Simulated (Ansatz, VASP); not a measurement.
## Two plane-wave programs on N

```xyz
8
Lattice="5.4776 0.0000 0.0000 0.0000 5.4776 0.0000 0.0000 0.0000 5.4776" Properties=species:S:1:pos:R:3 pbc="T T T"
N     0.3156    0.3156    0.3156
N     2.4233    5.1621    3.0544
N     3.0544    2.4233    5.1621
N     5.1621    3.0544    2.4233
N     5.1621    5.1621    5.1621
N     3.0544    0.3156    2.4233
N     2.4233    3.0544    0.3156
N     0.3156    2.4233    3.0544
```

Alike in both runs: task single point; functional r2SCAN; k mesh 6 × 6 × 6; no spin polarisation.

|  | VASP | Ansatz |
| --- | --- | --- |
| version | VASP 6.6.1 | Ansatz 0.2.0 |
| potentials or method | VASP PAW PBE potentials, release 64 (N) | plane waves, PAW |
| plane-wave cutoff (eV) | 520 | 500 |
| occupations | gaussian, width 0.01 eV | fixed |
| valence electrons in the cell | 40 | 40 |

```csv
,VASP,Ansatz,Ansatz less VASP
gap on the k mesh at the Fermi level (eV),7.97,8.01,+0.035
pressure (GPa),3.2,0.3,-2.87
rms of the force components (eV/Å),1.297,0.036,-1.2604
```

VASP's potentials were made for PBE, not for r2SCAN. Atom by atom the forces differ by 1.333 eV/Å (rms over components). One of these differences is far larger than is usual between the two programs; its cause wasn't traced.

Noted on VASP's run: the standard files for N, O and F lose accuracy on very short bonds.
